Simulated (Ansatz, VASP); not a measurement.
**Cd3Hg: VASP beside Ansatz**

```
CELL_PARAMETERS angstrom
3.06629 0.00000 0.00000
-1.53315 2.65549 0.00000
0.00000 0.00000 11.01589
ATOMIC_POSITIONS crystal
Cd 0.00000 0.00000 0.00000
Cd 0.33333 0.66667 0.75479
Cd 0.33333 0.66667 0.24521
Hg 0.00000 0.00000 0.50000
```

Alike in both runs: task single point; functional LDA; k mesh 10 × 10 × 3; no spin polarisation.

|  | VASP | Ansatz |
| --- | --- | --- |
| version | VASP 6.6.1 | Ansatz 0.2.0 |
| potentials or method | VASP PAW LDA potentials, release 64 (Cd, Hg) | plane waves, PAW |
| plane-wave cutoff (eV) | 520 | 420 |
| occupations | methfessel-paxton of order 1, width 0.1 eV | cold, width 0.1 eV |
| valence electrons in the cell | 48 | 80 |

```csv
,VASP,Ansatz,Ansatz less VASP
gap on the k mesh at the Fermi level (eV),none,none,-
pressure (GPa),-4.5,-5.0,-0.42
"traceless stress, the component that is largest in VASP (GPa)",0.50,0.68,+0.179
rms of the force components (eV/Å),0.013,0.013,+0.0007
```

LDA's correlation is that of Perdew and Zunger in VASP and of Perdew and Wang (1992) in Ansatz. Atom by atom the forces differ by 0.001 eV/Å (rms over components). A gap of «none» marks a metal or a gap that the smearing closes. VASP's potentials hold 48 valence electrons a cell and Ansatz's 80, so a difference there can come from the potentials and not from the codes.

Neither program's run includes spin-orbit coupling.
